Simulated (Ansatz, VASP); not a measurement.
# Two plane-wave programs on AlRu

```
Al Ru
1.0
     3.00408    0.00000    0.00000
     0.00000    3.00408    0.00000
     0.00000    0.00000    3.00408
Al Ru
1 1
Direct
  0.00000 0.00000 0.00000
  0.50000 0.50000 0.50000
```

Alike in both runs: task single point; functional PBE; k mesh 12 × 12 × 12; occupations gaussian, width 0.15 eV; no spin polarisation.

|  | VASP | Ansatz |
| --- | --- | --- |
| version | VASP 6.6.1 | Ansatz 0.2.0 |
| potentials or method | VASP PAW PBE potentials, release 64 (Al, Ru_pv), cutoff 520 eV | scalar-relativistic, plane waves, PAW |
| valence electrons in the cell | 17 | 19 |

```csv
,VASP,Ansatz,Ansatz less VASP
gap on the k mesh at the Fermi level (eV),none,none,-
pressure (GPa),-0.1,-0.1,+0.04
```

A gap of «none» marks a metal or a gap that the smearing closes. The functional is the same, so the differences come from potentials, cutoffs and numerics. VASP's potentials hold 17 valence electrons a cell and Ansatz's 19, so a difference there can come from the potentials and not from the codes.
